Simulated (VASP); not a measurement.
BC5:

```
B C
1.0
     1.86857   -3.36215    0.00000
     1.86857    3.36215    0.00000
     0.00000    0.00000    6.97040
B C
1 5
Direct
  0.00000 0.00000 0.50000
  0.50000 0.50000 0.00000
  0.16676 0.16676 0.00000
  0.83324 0.83324 0.00000
  0.78503 0.21497 0.50000
  0.21497 0.78503 0.50000
```

The cell was generated, and may not be a known phase.

```yaml
Program: VASP 6.6.1
Task: relaxation of cell and atoms
Functional: PBE
Potentials_or_basis: VASP PAW PBE potentials, release 64 (B, C)
Cutoff: 600 eV
k_mesh: 6 × 6 × 4
Occupations: gaussian, width 0.1 eV
Spin: no spin polarisation
```

At the start: pressure 0.4 GPa; volume 14.60 Å³/atom.

Problem. How do energy, volume and symmetry change on relaxing?

Solution. Over 29 steps the energy falls by 5.4 meV/atom and the volume is 16.57 Å³/atom (+13.5 %); space group Cmmm (No. 65, to 0.1 Å) before and after.

Step by step:
| step | energy change (eV) | largest force (eV/Å) | pressure (GPa) | volume (Å³) |
| --- | --- | --- | --- | --- |
| 1 | 0.0000 | 0.1185 | 0.39 | 87.58 |
| 2 | 0.0069 | 0.9080 | 0.94 | 88.03 |
| 3 | -0.0026 | 0.2442 | 0.56 | 87.74 |
| 4 | 0.0061 | 1.5914 | 0.64 | 88.49 |
| 5 | -0.0035 | 0.1916 | 0.57 | 87.92 |
| 6 | -0.0072 | 0.1236 | 0.38 | 88.64 |
| 7 | -0.0101 | 0.0791 | 0.04 | 90.24 |
| 8 | -0.0101 | 0.0586 | 0.07 | 90.07 |
| 9 | -0.0117 | 0.0755 | 0.02 | 90.40 |
| 10 | -0.0156 | 0.2178 | -0.15 | 91.41 |
| 11 | -0.0187 | 0.5498 | -0.46 | 93.42 |
| 12 | -0.0190 | 0.5276 | -0.45 | 93.47 |
| 13 | -0.0197 | 0.4605 | -0.45 | 93.60 |
| 14 | -0.0210 | 0.3235 | -0.43 | 93.88 |
| 15 | -0.0230 | 0.2145 | -0.41 | 94.43 |
| 16 | -0.0246 | 0.5001 | -0.35 | 95.53 |
| 17 | -0.0264 | 0.4385 | -0.25 | 95.95 |
| 18 | -0.0301 | 0.2505 | 0.04 | 97.21 |
| 19 | -0.0294 | 0.2359 | 0.62 | 99.71 |
| 20 | -0.0312 | 0.0929 | 0.29 | 98.31 |
| 21 | -0.0314 | 0.0796 | 0.25 | 98.41 |
| 22 | -0.0314 | 0.1572 | 0.21 | 98.53 |
| 23 | -0.0316 | 0.1308 | 0.16 | 98.62 |
| 24 | -0.0319 | 0.0519 | 0.03 | 98.91 |
| 25 | -0.0319 | 0.0233 | -0.02 | 99.01 |
| 26 | -0.0320 | 0.0250 | 0.00 | 99.08 |
| 27 | -0.0322 | 0.1701 | 0.04 | 99.27 |
| 28 | -0.0324 | 0.1208 | 0.06 | 99.32 |
| 29 | -0.0325 | 0.0218 | 0.09 | 99.44 |

Final structure:
```
B C
1.0
     1.86430   -3.39458    0.00000
     1.86430    3.39458    0.00000
     0.00000    0.00000    7.85685
B C
1 5
Cartesian
  1.8643 -3.3946 3.9284
  1.8643 0.0000 0.0000
  0.6215 0.0000 0.0000
  3.1071 0.0000 0.0000
  1.8643 -1.9426 3.9284
  1.8643 1.9426 3.9284
```

Caveat: this functional lacks dispersion, which binds layers or chains, so the pressure and a relaxed spacing across them are unreliable; an odd number of electrons without spin polarisation forces a metal; a magnetic or distorted state may lie lower.
